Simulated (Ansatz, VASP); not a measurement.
# NbAs: VASP beside Ansatz

POSCAR

```
NbAs
1.0
    0.0000000000      2.6639554455      2.6639554455
    2.6639554455      0.0000000000      2.6639554455
    2.6639554455      2.6639554455      0.0000000000
Nb As
1 1
Direct
    0.5000000000      0.5000000000      0.5000000000
    0.0000000000      0.0000000000      0.0000000000
```

Contents of INCAR.step1:

```
SYSTEM = NbAs
ALGO = Normal
EDIFF = 1E-4
ENCUT = 520
GGA = PE
ISMEAR = 0
LASPH = .True.
LCHARG = .False.
LREAL = .False.
LWAVE = .True.
NBANDS = 16
NELM = 60
PREC = Accurate
SIGMA = 0.05
```

Contents of INCAR.step2:

```
SYSTEM = NbAs
ALGO = Normal
EDIFF = 1E-6
ENCUT = 520
ISIF = 2
ISMEAR = 0
ISTART = 1
LASPH = .True.
LCHARG = .True.
LELF = .True.
LMIXTAU = .True.
LREAL = .False.
LVHAR = .True.
LWAVE = .False.
METAGGA = R2SCAN
NBANDS = 16
NELM = 60
PREC = Accurate
SIGMA = 0.05
```

Contents of KPOINTS:

```
k-points
0
Gamma
  12 12 12
  0 0 0
```

Input for Ansatz:

```yaml
crystal:
  lattice:
    - [0.0, 2.6639554455, 2.6639554455]
    - [2.6639554455, 0.0, 2.6639554455]
    - [2.6639554455, 2.6639554455, 0.0]
  atoms:
    - { symbol: Nb, position: [0.5, 0.5, 0.5] }
    - { symbol: As, position: [0.0, 0.0, 0.0] }
basis:
  ecutwfc: 500
  ecutrho_ratio: 4
kpoints:
  mp_grid: { grid: [12, 12, 12] }
hamiltonian:
  xc: r2scan
scf:
  occupations: { method: gaussian, width: 0.05 }
output:
  forces: true
  stress: true
  eigenvalues: true
  write_density: true
  write_potential: true
  elf: true
  volumetric_format: npy
```

Alike in both runs: task single point; functional r2SCAN; k mesh 12 × 12 × 12; occupations gaussian, width 0.05 eV; no spin polarisation.

```csv
,VASP,Ansatz
version,VASP 6.6.1,Ansatz 0.2.0
potentials or method,"VASP PAW PBE potentials, release 64 (Nb_sv, As), cutoff 520 eV","scalar-relativistic, plane waves, PAW"
valence electrons in the cell,18,28
```

VASP gave:

```
gap on the k mesh at the Fermi level (eV) : none
pressure (GPa)                            : -5.6
```

Question: Which values does Ansatz return?

Answer: gap on the k mesh at the Fermi level (eV): none; pressure (GPa): -5.5.

VASP's potentials were made for PBE, not for r2SCAN. A gap of «none» marks a metal or a gap that the smearing closes. VASP's potentials hold 18 valence electrons a cell and Ansatz's 28, so a difference there can come from the potentials and not from the codes.
